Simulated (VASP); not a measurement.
Mo: single point with RPBE

Mo:

```
CELL_PARAMETERS angstrom
-1.58716 1.58716 1.58716
1.58716 -1.58716 1.58716
1.58716 1.58716 -1.58716
ATOMIC_POSITIONS crystal
Mo 0.00000 0.00000 0.00000
```

```json
{
  "Program": "VASP 6.6.1",
  "Task": "single point",
  "Functional": "RPBE",
  "Potentials or basis": "VASP PAW PBE potentials, release 64 (Mo_sv)",
  "Cutoff": "520 eV",
  "k mesh": "12 × 12 × 12",
  "Occupations": "fermi-dirac, width 0.05 eV",
  "Spin": "no spin polarisation"
}
```

```yaml
Pressure: 0.4 GPa
Band_gap_on_the_k_mesh: zero (band 7 reaches 16.14 eV, above the bottom of band 8 at 10.98 eV)
```

Levels at points of the mesh, in eV from the Fermi level:
```
           k point  band 3  band 4  band 5  band 6  band 7  band 8  band 9  band 10  band 11  band 12
(0.00, 0.00, 0.00)  -34.57  -34.57   -7.10   -1.28   -1.28   -1.28    1.67     1.67    14.83    14.83
(0.50, 0.00, 0.00)  -34.99  -34.58   -5.14   -3.25    1.58    1.68    2.30     4.61    11.35    11.95
(0.50, 0.50, 0.50)  -35.47  -35.47   -5.22   -5.22    3.88    3.88    3.88     8.94     8.94     8.94
```

Wall time 12 s on 1 thread of AMD EPYC 7R43 64-Core Processor (Zen 3), on a shared host, peak memory 0.1 GiB.

Caveat: the PAW data sets were made with another functional, which shifts forces and pressure a little.
